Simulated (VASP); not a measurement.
## SnSe2: single point with PBE

The system is SnSe2.

```
Sn Se
1.0
     3.87167    0.00000    0.00000
    -1.93584    3.35297    0.00000
     0.00000    0.00000    6.83168
Sn Se
1 2
Cartesian
  0.0000 0.0000 0.0000
  1.9358 1.1177 5.2375
  0.0000 2.2353 1.5942
```

This cell differs from its parent crystal: strain along c alone, the other axes held: -2.0 %, then relaxed in part.

```
Program             : VASP 6.6.1
Task                : single point
Functional          : PBE
Potentials or basis : VASP PAW PBE potentials, release 64 (Sn_d, Se)
Cutoff              : 520 eV
k mesh              : 12 × 12 × 4
Occupations         : gaussian, width 0.02 eV
Spin                : no spin polarisation
```

* Pressure: 0.1 GPa
* Largest force: 0.014 eV/Å
* Band gap on the k mesh: 0.69 eV (least direct gap 1.10 eV)

Forces on the atoms (eV/Å):
```
Sn   0.000  0.000  0.000
Se   0.000  0.000 -0.014
Se   0.000  0.000  0.014
```

Levels at points of the mesh, in eV from the valence-band top:
```tsv
k point	band 9	band 10	band 11	band 12	band 13	band 14	band 15	band 16	band 17	band 18
(0.00, 0.00, 0.00)	-0.47	-0.47	-0.43	-0.13	-0.13	1.05	3.08	4.59	4.59	7.39
(0.50, 0.00, 0.00)	-4.15	-2.43	-2.20	-0.84	-0.27	0.96	3.86	5.52	5.65	6.32
(0.00, 0.00, 0.50)	-1.58	-0.50	-0.50	-0.08	-0.08	2.05	3.00	4.49	4.49	8.00
(0.50, 0.00, 0.50)	-4.32	-2.14	-2.01	-0.64	-0.41	0.69	4.21	4.87	5.77	5.88
```

Wall time 3.5 min on 1 thread of Intel Xeon 8259CL, on a shared host, peak memory 0.25 GiB.

Caveat: the cell differs from its parent crystal (strain along c alone, the other axes held: -2.0 %, then relaxed in part); semilocal functionals underestimate gaps, and a narrow one can read as zero; spin-orbit coupling is left out, which moves the levels of the heavy elements; this functional lacks dispersion, which binds layers or chains, so the pressure and a relaxed spacing across them are unreliable. A k mesh can miss the band edges.
